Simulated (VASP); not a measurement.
# BaTe (Fm-3m) in VASP: density of states with PBEsol

Aim: the density of states of BaTe with PBEsol.

Program: VASP 6.6.1. These are calculated values, not measurements. Logs are shortened: lines on timing, memory, paths and dates and some standing lists are left out, and cuts for length are marked.

## 1. The cell of the first run

It takes space group Fm-3m (No. 225, cubic). The conventional cell has a = 6.989 Å, b = 6.989 Å, c = 6.989 Å, α = 90.00°, β = 90.00°, γ = 90.00°. Within 4.6 Å of Ba (site symmetry m-3m) lie 6 Te at 3.49 Å. Within 4.6 Å of Te (site symmetry m-3m) lie 6 Ba at 3.49 Å.

## 2. Density of states, PBEsol

Input file POSCAR:

```
BaTe
1.0
    0.0000000000      3.4943970000      3.4943970000
    3.4943970000      0.0000000000      3.4943970000
    3.4943970000      3.4943970000      0.0000000000
Ba Te
1 1
Direct
    0.0000000000      0.0000000000      0.0000000000
    0.5000000000      0.5000000000      0.5000000000
```

Input file INCAR.step1:

```
SYSTEM = BaTe
  PREC = Accurate
  ENCUT = 400
  EDIFF = 1E-6
  ISMEAR = -1
  SIGMA = 0.1
  LREAL = .False.
  LASPH = .True.
  NELM = 120
  ALGO = Normal
  ISIF = 2
  LWAVE = .False.
  LCHARG = .True.
  GGA = PS
  NBANDS = 15
  GGA_COMPAT = .False.
  NEDOS = 2001
  LORBIT = 11
```

Input file KPOINTS.step1:

```
Automatic mesh
0
Gamma
  6 6 6
  0 0 0
```

Input file INCAR.step2:

```
SYSTEM = BaTe
  PREC = Accurate
  ENCUT = 400
  EDIFF = 1E-6
  ISMEAR = -5
  SIGMA = 0.1
  LREAL = .False.
  LASPH = .True.
  NELM = 120
  ALGO = Normal
  ISIF = 2
  LWAVE = .False.
  LCHARG = .False.
  GGA = PS
  LORBIT = 11
  NBANDS = 15
  NEDOS = 2001
  ICHARG = 11
  GGA_COMPAT = .False.
```

Input file KPOINTS.step2:

```
Automatic mesh
0
Gamma
  9 9 9
  0 0 0
```

Potentials or basis: VASP PAW PBE potentials, release 64 (Ba_sv, Te).

Started as:

```
cat potpaw_PBE.64/Ba_sv/POTCAR potpaw_PBE.64/Te/POTCAR > POTCAR
cp INCAR.step1 INCAR
cp KPOINTS.step1 KPOINTS
mpirun -np 1 vasp_std > vasp.out
cp INCAR.step2 INCAR
cp KPOINTS.step2 KPOINTS
mpirun -np 1 vasp_std > vasp.out
```

OUTCAR:

```text
SYSTEM = BaTe
   PREC = Accurate
   ENCUT = 400
   EDIFF = 1E-6
   ISMEAR = -5
   LREAL = .False.
   LASPH = .True.
   NELM = 120
   ISIF = 2
   GGA = PS
   LORBIT = 11
   ICHARG = 11

 ion  position               nearest neighbor table
   1  0.000  0.000  0.000-   2 3.49   2 3.49   2 3.49   2 3.49   2 3.49   2 3.49
   2  0.500  0.500  0.500-   1 3.49   1 3.49   1 3.49   1 3.49   1 3.49   1 3.49

  LATTYP: Found a face centered cubic cell.
 ALAT       =     6.9887940000

  Lattice vectors:

 A1 = (   0.0000000000,   3.4943970000,   3.4943970000)
 A2 = (   3.4943970000,   0.0000000000,   3.4943970000)
 A3 = (   3.4943970000,   3.4943970000,   0.0000000000)

Analysis of symmetry for initial positions (statically):
=====================================================================
 Subroutine PRICEL returns:
 Original cell was already a primitive cell.

 Routine SETGRP: Setting up the symmetry group for a
 face centered cubic supercell.

 Subroutine GETGRP returns: Found 48 space group operations
 (whereof 48 operations were pure point group operations)
 out of a pool of 48 trial point group operations.

The static configuration has the point symmetry O_h .

Analysis of symmetry for dynamics (positions and initial velocities):
=====================================================================
 Subroutine PRICEL returns:
 Original cell was already a primitive cell.

 Routine SETGRP: Setting up the symmetry group for a
 face centered cubic supercell.

 Subroutine GETGRP returns: Found 48 space group operations
 (whereof 48 operations were pure point group operations)
 out of a pool of 48 trial point group operations.

The dynamic configuration has the point symmetry O_h .

 Subroutine INISYM returns: Found 48 space group operations
 (whereof 48 operations are pure point group operations),
 and found     1 'primitive' translations

----------------------------------------------------------------------------------------

                                     Primitive cell

  volume of cell :      85.3388

  direct lattice vectors                    reciprocal lattice vectors
     0.000000000  3.494397000  3.494397000    -0.143086203  0.143086203  0.143086203
     3.494397000  0.000000000  3.494397000     0.143086203 -0.143086203  0.143086203
     3.494397000  3.494397000  0.000000000     0.143086203  0.143086203 -0.143086203

  length of vectors
     4.941823630  4.941823630  4.941823630     0.247832574  0.247832574  0.247832574

  position of ions in fractional coordinates (direct lattice)
     0.000000000  0.000000000  0.000000000
     0.500000000  0.500000000  0.500000000

  ion indices of the primitive-cell ions
   primitive index   ion index
                 1           1
                 2           2

----------------------------------------------------------------------------------------

 KPOINTS: Automatic mesh

Automatic generation of k-mesh.
 Grid dimensions read from file:
 generate k-points for:    9    9    9

 Generating k-lattice:

  Cartesian coordinates                     Fractional coordinates (reciprocal lattice)
    -0.015898467  0.015898467  0.015898467     0.111111111  0.000000000  0.000000000
     0.015898467 -0.015898467  0.015898467     0.000000000  0.111111111  0.000000000
     0.015898467  0.015898467 -0.015898467     0.000000000  0.000000000  0.111111111

  Length of vectors
     0.027536953  0.027536953  0.027536953

  Shift w.r.t. Gamma in fractional coordinates (k-lattice)
     0.000000000  0.000000000  0.000000000

 TETIRR: Found    115 inequivalent tetrahedra from     4374

 Subroutine IBZKPT returns following result:
 ===========================================

 Found     35 irreducible k-points:

 Following reciprocal coordinates:
            Coordinates               Weight
  0.000000  0.000000  0.000000      1.000000
  0.111111  0.000000  0.000000      8.000000
  0.222222  0.000000  0.000000      8.000000
  0.333333  0.000000  0.000000      8.000000
  0.444444  0.000000  0.000000      8.000000
  0.111111  0.111111  0.000000      6.000000
[... 16 lines left out ...]
 -0.333333  0.333333  0.000000     12.000000
  0.444444  0.444444  0.000000      6.000000
 [... further k-points ...]
   k-points           NKPTS =     35   k-points in BZ     NKDIM =     35   number of bands    NBANDS=     15
   number of dos      NEDOS =   2001   number of ions     NIONS =      2
   total plane-waves  NPLWV =  32768
   dimension x,y,z NGX =    32 NGY =   32 NGZ =   32
   dimension x,y,z NGXF=    64 NGYF=   64 NGZF=   64
   ions per type =               1   1
   NGX,Y,Z   is equivalent  to a cutoff of  10.76, 10.76, 10.76 a.u.
   NGXF,Y,Z  is equivalent  to a cutoff of  21.53, 21.53, 21.53 a.u.
 SYSTEM =  BaTe
   PREC   = accura    normal or accurate (medium, high low for compatibility)
   ISTART =      0    job   : 0-new  1-cont  2-samecut
   ICHARG =     11    charge: 1-file 2-atom 10-const
   ISPIN  =      1    spin polarized calculation?
   LNONCOLLINEAR =      F non collinear calculations
   LSORBIT =      F    spin-orbit coupling
   LASPH  =      T    aspherical Exc in radial PAW
   ENCUT  =  400.0 eV  29.40 Ry    5.42 a.u.   8.06  8.06  8.06*2*pi/ulx,y,z
   NELM   =    120;   NELMIN=  2; NELMDL=  0     # of ELM steps
   EDIFF  = 0.1E-05   stopping-criterion for ELM
   LREAL  =      F    real-space projection
   EDIFFG = 0.1E-04   stopping-criterion for IOM
   NSW    =      0    number of steps for IOM
   IBRION =     -1    ionic relax: 0-MD 1-quasi-New 2-CG
   NFREE  =      0    steps in history (QN), initial steepest desc. (CG)
   ISIF   =      2    stress and relaxation
   ISYM   =      2    0-nonsym 1-usesym 2-fastsym
   POTIM  = 0.5000    time-step for ionic-motion
   TEBEG  =    0.0;   TEEND  =   0.0 temperature during run
   PSTRESS=    0.0 pullay stress
   NELECT =      16.0000    total number of electrons
   NUPDOWN=      -1.0000    fix difference up-down
   EMIN   =  10.00;   EMAX   =-10.00  energy-range for DOS
   EFERMI =   0.00;   METHOD = LEGACY
   ISMEAR =    -5;   SIGMA  =   0.10  broadening in eV -4-tet -1-fermi 0-gaus
   EFERMI_NEDOS =   21; number of points for ismear=-14 and -15
   IALGO  =     38    algorithm
   IMIX   =      4    mixing-type and parameters
     AMIX     =   0.40;   BMIX     =  1.00
     AMIX_MAG =   1.60;   BMIX_MAG =  1.00
  volume/ion in A,a.u.               =      42.67       287.95
  Fermi-wavevector in a.u.,A,eV,Ry     =   0.936985  1.770645 11.945108  0.877941
  Thomas-Fermi vector in A             =   2.064050
   LORBIT       =     11    0 simple, 1 ext, 2 COOP (PROOUT), +10 PAW based schemes
   GGA     = PS    functional components
   LHFCALC =     F    Hartree Fock is set to
   AEXX    =    0.0000 exact exchange contribution
   IVDW    =     0    specifies the selected vdW correction
   LEPSILON=     F    determine dielectric tensor
   LRPA    =     F    only Hartree local field effects (RPA)
 non-spin polarized calculation
 Fermi weights with tetrahedron method with Bloechl corrections
  energy-cutoff  :      400.00
  volume of cell :       85.34
 maximum number of plane-waves:      1566

 number of electron      16.0000000 magnetization

 Free energy of the ion-electron system (eV)
  ---------------------------------------------------
  ext. energy  EPLUGINS =         0.00000000
  ---------------------------------------------------
  free energy    TOTEN  =        -9.19167280 eV

  energy without entropy =       -9.19167280  energy(sigma->0) =       -9.19167280

 E-fermi :   2.1944     XC(G=0):  -8.4296

 val. band max:        2.1842967221   @ k =   0.0000   0.0000   0.0000
 cond. band min:       3.6333346385   @ k =   0.4444   0.4444   0.0000
 fundamental gap:      1.4490379164
 Fermi energy:         2.1943962127

 k-point     1 :       0.0000    0.0000    0.0000
  band No.  band energies     occupation
      1     -24.7852      2.00000
      2      -9.9239      2.00000
      3      -9.9239      2.00000
      4      -9.9239      2.00000
      5      -7.4057      2.00000
      6       2.1843      2.00000
      7       2.1843      2.00000
      8       2.1843      2.00000
      9       4.9554      0.00000
     10       5.0463      0.00000
     11       5.0463      0.00000
     12       5.0463      0.00000
     13       5.6966      0.00000
     14       5.6966      0.00000
     15       9.0202      0.00000

 k-point     2 :       0.1111    0.0000    0.0000
  band No.  band energies     occupation
      1     -24.7836      2.00000
      2      -9.9866      2.00000
      3      -9.9253      2.00000
      4      -9.9253      2.00000
      5      -7.3091      2.00000
      6       1.7399      2.00000
      7       1.9868      2.00000
      8       1.9868      2.00000
      9       5.0387      0.00000
     10       5.2053      0.00000
     11       5.2053      0.00000
     12       5.5403      0.00000
     13       6.0597      0.00000
     14       6.0597      0.00000
     15       9.4245      0.00000

 k-point     3 :       0.2222    0.0000    0.0000
  band No.  band energies     occupation
      1     -24.7795      2.00000
      2     -10.1298      2.00000
      3      -9.9290      2.00000
      4      -9.9290      2.00000
      5      -7.0762      2.00000
      6       0.9580      2.00000
      7       1.5928      2.00000
      8       1.5928      2.00000
      9       5.1525      0.00000
     10       5.6303      0.00000
     11       5.6303      0.00000
     12       6.6536      0.00000
     13       6.9743      0.00000
     14       6.9743      0.00000
     15      10.3108      0.00000
[... 343 lines left out ...]
 k-point    23 :      -0.3333    0.3333    0.0000
  band No.  band energies     occupation
      1     -24.7679      2.00000
      2     -10.1957      2.00000
      3     -10.0805      2.00000
      4      -9.9668      2.00000
      5      -6.8949      2.00000
      6       0.5547      2.00000
      7       1.1632      2.00000
      8       1.2303      2.00000
      9       5.3164      0.00000
     10       6.7258      0.00000
     11       6.9661      0.00000
     12       7.0806      0.00000
     13       8.5335      0.00000
     14       8.7014      0.00000
     15      10.1576      0.00000

 k-point    24 :       0.4444    0.4444    0.0000
  band No.  band energies     occupation
      1     -24.7674      2.00000
      2     -10.1458      2.00000
      3     -10.0090      2.00000
      4     -10.0090      2.00000
      5      -7.1753      2.00000
      6       0.9555      2.00000
      7       1.7948      2.00000
      8       1.7948      2.00000
      9       3.6333      0.00000
     10       6.5710      0.00000
     11       6.7090      0.00000
     12       7.8896      0.00000
     13       7.8931      0.00000
     14       7.8931      0.00000
     15      10.0127      0.00000

 [... further k-points ...]
[... 5 lines left out ...]
  --------------------------------------------------------------------------------------
  -------------------------------------------------------------------------------------
  Total       -0.1525075     -0.1525075     -0.1525075     -0.0000000      0.0000000      0.0000000
  in kB       -2.8632214     -2.8632214     -2.8632214     -0.0000000      0.0000000      0.0000000
  external PRESSURE =      -2.8632214 kB  Pullay stress =       0.0000000 kB

 VOLUME and BASIS-vectors are now :
 -----------------------------------------------------------------------------
  energy-cutoff  :      400.00
  volume of cell :       85.34
      direct lattice vectors                 reciprocal lattice vectors
     0.000000000  3.494397000  3.494397000    -0.143086203  0.143086203  0.143086203
     3.494397000  0.000000000  3.494397000     0.143086203 -0.143086203  0.143086203
     3.494397000  3.494397000  0.000000000     0.143086203  0.143086203 -0.143086203

 POSITION                                       TOTAL-FORCE (eV/Angst)
 -----------------------------------------------------------------------------------
      0.00000      0.00000      0.00000         0.000000      0.000000      0.000000
      3.49440      3.49440      3.49440        -0.000000     -0.000000     -0.000000
 -----------------------------------------------------------------------------------
    total drift:                                0.000000     -0.000000     -0.000000

  FREE ENERGIE OF THE ION-ELECTRON SYSTEM (eV)
  ---------------------------------------------------
  free  energy   TOTEN  =        -9.1916727961 eV

  energy  without entropy=       -9.1916727961  energy(sigma->0) =       -9.19167280

 total charge

# of ion       s       p       d       tot
------------------------------------------
    1        2.006   5.596   0.274   7.875
    2        1.344   2.116   0.004   3.464
--------------------------------------------------
tot          3.350   7.712   0.277  11.339
```

Run time: 43 s. Hardware: 1 thread of Intel Xeon 8259CL, shared host; peak memory 0.18 GiB.

Results:

```yaml
Valence_electrons_inside_the_program's_atomic_spheres: Ba 7.88; Te 3.46
```

Levels at points of the mesh, in eV from the valence-band top:
```
           k point  band 6  band 7  band 8  band 9  band 10  band 11
(0.00, 0.00, 0.00)    0.00    0.00    0.00    2.77     2.86     2.86
```

Caveat: the PAW data sets were made with another functional, which shifts forces and pressure a little; spin-orbit coupling is left out, which moves the levels of the heavy elements.
